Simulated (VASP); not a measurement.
# BiSbTe2S (P4/mmm) in VASP: notebook

Runs on BiSbTe2S. Level: PBE. Tasks: single point.

All numbers are computed with VASP 6.6.1; they aren't measurements. Logs are shortened: lines on timing, memory, paths and dates and some standing lists are left out, and cuts for length are marked.

## Step 1: The cell of the first run

It takes space group P4/mmm (No. 123, tetragonal). Conventional cell: a = 5.761 Å, b = 5.761 Å, c = 5.388 Å, α = 90.00°, β = 90.00°, γ = 90.00°. Within 5.4 Å of Sb (site symmetry 4/mmm) lie 8 Te at 3.94 Å and 4 S at 4.07 Å and 8 Bi at 4.88 Å and 2 Sb at 5.39 Å. Within 3.6 Å of Bi (site symmetry 4/mmm) lie 2 S at 2.69 Å and 4 Te at 2.88 Å. Within 4.1 Å of Te (site symmetry mmm) lie 2 Bi at 2.88 Å and 4 Sb at 3.94 Å and 4 S at 3.94 Å and 4 Te at 4.07 Å. S (site symmetry 4/mmm) has 2 Bi at 2.69 Å within 3.6 Å.

The cell was built from a structure type or drawn by symmetry, and may not be a known phase.

## Step 2: Single point, PBE

The input, INCAR:

```
SYSTEM = BiSbTe2S
PREC     = Accurate       ! precision mode
ENCUT    = 520            ! plane-wave cutoff, eV
EDIFF    = 1E-6           ! SCF threshold, eV
ISMEAR   = 0              ! smearing method
SIGMA    = 0.1            ! smearing width, eV
LREAL    = .FALSE.        ! projectors in reciprocal space
LASPH    = .TRUE.         ! aspherical terms in the spheres
NELM     = 80             ! most SCF steps
ALGO     = Normal         ! electronic algorithm
ISIF     = 2              ! what is computed and relaxed
LWAVE    = .FALSE.        ! write WAVECAR
LCHARG   = .FALSE.        ! write CHGCAR
GGA      = PE             ! functional
NBANDS   = 27             ! bands
```

The input, KPOINTS:

```
regular mesh
0
G
  4 4 4
  0 0 0
```

The input, POSCAR:

```
BiSbTe2S
1.0
    5.7612648000      0.0000000000      0.0000000000
    0.0000000000      5.7612648000      0.0000000000
    0.0000000000      0.0000000000      5.3879739400
Sb Bi Te S
1 1 2 1
Direct
    0.5000000000      0.5000000000      0.5000000000
    0.0000000000      0.0000000000      0.0000000000
    0.0000000000      0.5000000000      0.0000000000
    0.5000000000      0.0000000000      0.0000000000
    0.0000000000      0.0000000000      0.5000000000
```

Potentials or basis: VASP PAW PBE potentials, release 64 (Sb, Bi_d, Te, S).

Started as:

```sh
> cat potpaw_PBE.64/Sb/POTCAR potpaw_PBE.64/Bi_d/POTCAR potpaw_PBE.64/Te/POTCAR potpaw_PBE.64/S/POTCAR > POTCAR
> mpirun -np 1 vasp_std > vasp.out
```

OUTCAR:

```text
SYSTEM = BiSbTe2S
   PREC = Accurate
   ENCUT = 520
   EDIFF = 1E-6
   ISMEAR = 0
   LREAL = .FALSE.
   LASPH = .TRUE.
   NELM = 80
   ISIF = 2
   GGA = PE

 ion  position               nearest neighbor table
   1  0.500  0.500  0.500-
   2  0.000  0.000  0.000-   5 2.69   5 2.69   3 2.88   4 2.88   3 2.88   4 2.88
   3  0.000  0.500  0.000-   2 2.88   2 2.88
   4  0.500  0.000  0.000-   2 2.88   2 2.88
   5  0.000  0.000  0.500-   2 2.69   2 2.69

  LATTYP: Found a simple tetragonal cell.
 ALAT       =     5.7612648000
 C/A-ratio  =     0.9352067865

  Lattice vectors:

 A1 = (   5.7612648000,   0.0000000000,   0.0000000000)
 A2 = (   0.0000000000,   5.7612648000,   0.0000000000)
 A3 = (   0.0000000000,   0.0000000000,   5.3879739400)

Analysis of symmetry for initial positions (statically):
=====================================================================
 Subroutine PRICEL returns:
 Original cell was already a primitive cell.

 Routine SETGRP: Setting up the symmetry group for a
 simple tetragonal supercell.

 Subroutine GETGRP returns: Found 16 space group operations
 (whereof 16 operations were pure point group operations)
 out of a pool of 16 trial point group operations.

The static configuration has the point symmetry D_4h.

Analysis of symmetry for dynamics (positions and initial velocities):
=====================================================================
 Subroutine PRICEL returns:
 Original cell was already a primitive cell.

 Routine SETGRP: Setting up the symmetry group for a
 simple tetragonal supercell.

 Subroutine GETGRP returns: Found 16 space group operations
 (whereof 16 operations were pure point group operations)
 out of a pool of 16 trial point group operations.

The dynamic configuration has the point symmetry D_4h.

 Subroutine INISYM returns: Found 16 space group operations
 (whereof 16 operations are pure point group operations),
 and found     1 'primitive' translations

----------------------------------------------------------------------------------------

                                     Primitive cell

  volume of cell :     178.8386

  direct lattice vectors                    reciprocal lattice vectors
     5.761264800  0.000000000  0.000000000     0.173572997  0.000000000  0.000000000
     0.000000000  5.761264800  0.000000000     0.000000000  0.173572997  0.000000000
     0.000000000  0.000000000  5.387973940     0.000000000  0.000000000  0.185598522

  length of vectors
     5.761264800  5.761264800  5.387973940     0.173572997  0.173572997  0.185598522

  position of ions in fractional coordinates (direct lattice)
     0.500000000  0.500000000  0.500000000
     0.000000000  0.000000000  0.000000000
     0.000000000  0.500000000  0.000000000
     0.500000000  0.000000000  0.000000000
     0.000000000  0.000000000  0.500000000

  ion indices of the primitive-cell ions
   primitive index   ion index
                 1           1
                 2           2
                 3           3
                 4           4
                 5           5

----------------------------------------------------------------------------------------

 KPOINTS: regular mesh

Automatic generation of k-mesh.
 Grid dimensions read from file:
 generate k-points for:    4    4    4

 Generating k-lattice:

  Cartesian coordinates                     Fractional coordinates (reciprocal lattice)
     0.043393249  0.000000000  0.000000000     0.250000000  0.000000000  0.000000000
     0.000000000  0.043393249  0.000000000     0.000000000  0.250000000  0.000000000
     0.000000000  0.000000000  0.046399631     0.000000000  0.000000000  0.250000000

  Length of vectors
     0.043393249  0.043393249  0.046399631

  Shift w.r.t. Gamma in fractional coordinates (k-lattice)
     0.000000000  0.000000000  0.000000000

 Subroutine IBZKPT returns following result:
 ===========================================

 Found     18 irreducible k-points:

 Following reciprocal coordinates:
            Coordinates               Weight
  0.000000  0.000000  0.000000      1.000000
  0.250000  0.000000  0.000000      4.000000
  0.500000  0.000000  0.000000      2.000000
  0.250000  0.250000  0.000000      4.000000
  0.500000  0.250000  0.000000      4.000000
  0.500000  0.500000  0.000000      1.000000
[... 10 lines left out ...]
  0.500000  0.250000  0.500000      4.000000
  0.500000  0.500000  0.500000      1.000000
   k-points           NKPTS =     18   k-points in BZ     NKDIM =     18   number of bands    NBANDS=     27
   number of dos      NEDOS =    301   number of ions     NIONS =      5
   total plane-waves  NPLWV =  92160
   dimension x,y,z NGX =    48 NGY =   48 NGZ =   40
   dimension x,y,z NGXF=    96 NGYF=   96 NGZF=   80
   ions per type =               1   1   2   1
   NGX,Y,Z   is equivalent  to a cutoff of  13.85, 13.85, 12.34 a.u.
   NGXF,Y,Z  is equivalent  to a cutoff of  27.70, 27.70, 24.68 a.u.
 SYSTEM =  BiSbTe2S
   PREC   = accura    normal or accurate (medium, high low for compatibility)
   ISTART =      0    job   : 0-new  1-cont  2-samecut
   ICHARG =      2    charge: 1-file 2-atom 10-const
   ISPIN  =      1    spin polarized calculation?
   LNONCOLLINEAR =      F non collinear calculations
   LSORBIT =      F    spin-orbit coupling
   LASPH  =      T    aspherical Exc in radial PAW
   ENCUT  =  520.0 eV  38.22 Ry    6.18 a.u.  10.71 10.71 10.02*2*pi/ulx,y,z
   NELM   =     80;   NELMIN=  2; NELMDL= -5     # of ELM steps
   EDIFF  = 0.1E-05   stopping-criterion for ELM
   LREAL  =      F    real-space projection
   EDIFFG = 0.1E-04   stopping-criterion for IOM
   NSW    =      0    number of steps for IOM
   IBRION =     -1    ionic relax: 0-MD 1-quasi-New 2-CG
   NFREE  =      0    steps in history (QN), initial steepest desc. (CG)
   ISIF   =      2    stress and relaxation
   ISYM   =      2    0-nonsym 1-usesym 2-fastsym
   POTIM  = 0.5000    time-step for ionic-motion
   TEBEG  =    0.0;   TEEND  =   0.0 temperature during run
   PSTRESS=    0.0 pullay stress
   NELECT =      38.0000    total number of electrons
   NUPDOWN=      -1.0000    fix difference up-down
   EMIN   =  10.00;   EMAX   =-10.00  energy-range for DOS
   EFERMI =   0.00;   METHOD = LEGACY
   ISMEAR =     0;   SIGMA  =   0.10  broadening in eV -4-tet -1-fermi 0-gaus
   EFERMI_NEDOS =   21; number of points for ismear=-14 and -15
   IALGO  =     38    algorithm
   IMIX   =      4    mixing-type and parameters
     AMIX     =   0.40;   BMIX     =  1.00
     AMIX_MAG =   1.60;   BMIX_MAG =  1.00
  volume/ion in A,a.u.               =      35.77       241.37
  Fermi-wavevector in a.u.,A,eV,Ry     =   0.976897  1.846069 12.984429  0.954329
  Thomas-Fermi vector in A             =   2.107552
   LORBIT       =      0    0 simple, 1 ext, 2 COOP (PROOUT), +10 PAW based schemes
   GGA     = PE    functional components
   LHFCALC =     F    Hartree Fock is set to
   AEXX    =    0.0000 exact exchange contribution
   IVDW    =     0    specifies the selected vdW correction
   LEPSILON=     F    determine dielectric tensor
   LRPA    =     F    only Hartree local field effects (RPA)
 non-spin polarized calculation
 Gauss-broadening in eV      SIGMA  =   0.10
  energy-cutoff  :      520.00
  volume of cell :      178.84
 maximum number of plane-waves:      4848
 NGX is ok and might be reduce to    48
   NGX = 21   NGY = 21   NGZ = 21

 number of electron      38.0000009 magnetization

 Free energy of the ion-electron system (eV)
  ---------------------------------------------------
  ext. energy  EPLUGINS =         0.00000000
  ---------------------------------------------------
  free energy    TOTEN  =       -15.08615107 eV

  energy without entropy =      -15.06640703  energy(sigma->0) =      -15.07627905

 E-fermi :   3.9989     XC(G=0):  -8.6824

 val. band max:        3.9395139222   @ k =   0.2500   0.0000   0.5000
 cond. band min:       4.0135183285   @ k =   0.5000   0.2500   0.5000
 fundamental gap:      0.0740044063
 Fermi energy:         3.9988958252

 k-point     1 :       0.0000    0.0000    0.0000
  band No.  band energies     occupation
      1     -19.2267      2.00000
      2     -19.1546      2.00000
      3     -19.1512      2.00000
      4     -19.1018      2.00000
      5     -19.1018      2.00000
      6      -9.4299      2.00000
[... 19 lines left out ...]
     26       8.8774      0.00000
     27       9.1438      0.00000

 k-point     2 :       0.2500    0.0000    0.0000
  band No.  band energies     occupation
      1     -19.2263      2.00000
      2     -19.1545      2.00000
      3     -19.1517      2.00000
      4     -19.1022      2.00000
      5     -19.1018      2.00000
      6      -9.2962      2.00000
[... 19 lines left out ...]
     26       9.2496      0.00000
     27       9.6171      0.00000

 k-point     3 :       0.5000    0.0000    0.0000
  band No.  band energies     occupation
      1     -19.2259      2.00000
      2     -19.1543      2.00000
      3     -19.1521      2.00000
      4     -19.1026      2.00000
      5     -19.1018      2.00000
      6      -9.1298      2.00000
[... 19 lines left out ...]
     26      10.1278      0.00000
     27      10.2173      0.00000

 k-point     4 :       0.2500    0.2500    0.0000
  band No.  band energies     occupation
      1     -19.2259      2.00000
      2     -19.1543      2.00000
      3     -19.1521      2.00000
      4     -19.1022      2.00000
      5     -19.1022      2.00000
      6      -9.1581      2.00000
[... 19 lines left out ...]
     26       9.3752      0.00000
     27      10.1141      0.00000
[... 336 lines left out ...]
      4     -19.1026      2.00000
      5     -19.1026      2.00000
      6      -8.5468      2.00000
[... 19 lines left out ...]
     26      10.2683      0.00000
     27      10.3393      0.00000

 k-point    17 :       0.5000    0.2500    0.5000
  band No.  band energies     occupation
      1     -19.2254      2.00000
      2     -19.1525      2.00000
      3     -19.1458      2.00000
      4     -19.1031      2.00000
      5     -19.1026      2.00000
      6      -8.2571      2.00000
[... 19 lines left out ...]
     26      10.4026      0.00000
     27      10.5321      0.00000

 k-point    18 :       0.5000    0.5000    0.5000
  band No.  band energies     occupation
      1     -19.2250      2.00000
      2     -19.1529      2.00000
      3     -19.1456      2.00000
      4     -19.1030      2.00000
      5     -19.1030      2.00000
      6      -7.8431      2.00000
[... 19 lines left out ...]
     26       9.9331      0.00000
     27      10.0129      0.00000

------------------------ aborting loop because EDIFF is reached ----------------------------------------

  FORCE on cell =-STRESS in cart. coord.  units (eV):
  Direction    XX          YY          ZZ          XY          YZ          ZX
  --------------------------------------------------------------------------------------
  -------------------------------------------------------------------------------------
  Total        2.7799439      2.7799439     -6.4666054      0.0000000      0.0000000      0.0000000
  in kB       24.9049378     24.9049378    -57.9329682      0.0000000      0.0000000      0.0000000
  external PRESSURE =      -2.7076975 kB  Pullay stress =       0.0000000 kB

 VOLUME and BASIS-vectors are now :
 -----------------------------------------------------------------------------
  energy-cutoff  :      520.00
  volume of cell :      178.84
      direct lattice vectors                 reciprocal lattice vectors
     5.761264800  0.000000000  0.000000000     0.173572997  0.000000000  0.000000000
     0.000000000  5.761264800  0.000000000     0.000000000  0.173572997  0.000000000
     0.000000000  0.000000000  5.387973940     0.000000000  0.000000000  0.185598522

 POSITION                                       TOTAL-FORCE (eV/Angst)
 -----------------------------------------------------------------------------------
      2.88063      2.88063      2.69399         0.000000      0.000000      0.000000
      0.00000      0.00000      0.00000         0.000000      0.000000      0.000000
      0.00000      2.88063      0.00000         0.000000      0.000000      0.000000
      2.88063      0.00000      0.00000         0.000000      0.000000      0.000000
      0.00000      0.00000      2.69399         0.000000      0.000000      0.000000
 -----------------------------------------------------------------------------------
    total drift:                               -0.000000     -0.000000      0.000000

  FREE ENERGIE OF THE ION-ELECTRON SYSTEM (eV)
  ---------------------------------------------------
  free  energy   TOTEN  =       -15.0861510672 eV

  energy  without entropy=      -15.0664070286  energy(sigma->0) =      -15.07627905
```

Wall time 2 min (1 thread of AMD EPYC 7R13, shared host); peak memory 0.32 GiB.

Results:

```yaml
Free_energy: -15.0862 eV
Pressure: -0.3 GPa
Band_gap_on_the_k_mesh: zero (bands 19 and 20 overlap by 0.83 eV)
```

Caveat: spin-orbit coupling is left out, which moves the levels of the heavy elements.

(Continued in part 2 of 2.)
